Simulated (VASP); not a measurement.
Crystal: NaF.

```
CELL_PARAMETERS angstrom
2.67281 0.00000 0.00000
0.00000 2.79349 0.00000
0.00000 0.00000 2.79349
ATOMIC_POSITIONS crystal
Na 0.00000 0.00000 0.00000
F 0.50000 0.50000 0.50000
```

This cell differs from its parent crystal: uniaxial x strain -4.3%.

Base run:

```yaml
Program: VASP 6.6.1
Functional: r2SCAN
Potentials_or_basis: VASP PAW PBE potentials, release 64 (Na_pv, F)
Cutoff: 520 eV
k_mesh: 10 × 10 × 10
Occupations: gaussian, width 0.01 eV
Spin: no spin polarisation
```

Its results: band gap on the k mesh 7.23 eV (least direct gap 7.53 eV); pressure 2.1 GPa.

Question: The run is repeated on the same cell with these changes: functional from r2SCAN to PBE; occupations from gaussian, width 0.01 eV to fermi-dirac, width 0.02 eV. What comes out?

Answer: Band gap on the k mesh 6.22 eV (least direct gap 6.52 eV); pressure 7.6 GPa.

Caveats: the PAW data sets were made with another functional, which shifts forces and pressure a little (at least some runs); the cell stands under pressure (at least some runs).

A k mesh can miss the band edges.
